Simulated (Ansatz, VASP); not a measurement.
GaN: VASP beside Ansatz

```xyz
2
Lattice="0.0000 2.2535 2.2535 2.2535 0.0000 2.2535 2.2535 2.2535 0.0000" Properties=species:S:1:pos:R:3 pbc="T T T"
Ga    0.0000    0.0000    0.0000
N     1.1267    1.1267    1.1267
```

Alike in both runs: task single point; functional RPBE; k mesh 8 × 8 × 8; no spin polarisation.

|  | VASP | Ansatz |
| --- | --- | --- |
| version | VASP 6.6.1 | Ansatz 0.2.0 |
| potentials or method | VASP PAW PBE potentials, release 64 (Ga_d, N) | plane waves, PAW |
| plane-wave cutoff (eV) | 600 | 420 |
| occupations | gaussian, width 0.01 eV | fixed |
| valence electrons in the cell | 18 | 18 |

Ansatz gave:

* gap on the k mesh at the Fermi level (eV): 1.75
* pressure (GPa): 9.2

**Question.** Which values does VASP return?

**Answer.** gap on the k mesh at the Fermi level (eV): 1.78; pressure (GPa): 8.9.

VASP's potentials were made for PBE, not for RPBE.
